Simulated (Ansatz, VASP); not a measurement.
**BeTe: VASP beside Ansatz**

```
Be Te
1.0
     0.00000    2.68560    2.68560
     2.68560    0.00000    2.68560
     2.68560    2.68560    0.00000
Be Te
1 1
Direct
  0.00000 0.00000 0.00000
  0.50000 0.50000 0.50000
```

Alike in both runs: functional PBE; k mesh 6 × 6 × 6; occupations gaussian, width 0.2 eV; no spin polarisation.

Ansatz relaxed the structure, and its values are those at the end. VASP's run is a single point on that final structure, the one shown.

|  | VASP | Ansatz |
| --- | --- | --- |
| version | VASP 6.6.1 | Ansatz 0.2.0 |
| potentials or method | VASP PAW PBE potentials, release 64 (Be, Te), cutoff 600 eV | scalar-relativistic, plane waves, PAW |
| valence electrons in the cell | 8 | 18 |

```csv
,VASP,Ansatz,Ansatz less VASP
gap on the k mesh at the Fermi level (eV),none,none,-
pressure (GPa),-0.4,-0.5,-0.07
```

A gap of «none» marks a metal or a gap that the smearing closes. With one functional, cell and mesh, what is left measures potentials, basis and numerics. VASP's potentials hold 8 valence electrons a cell and Ansatz's 18, so a difference there can come from the potentials and not from the codes.

Spin-orbit coupling is off throughout.
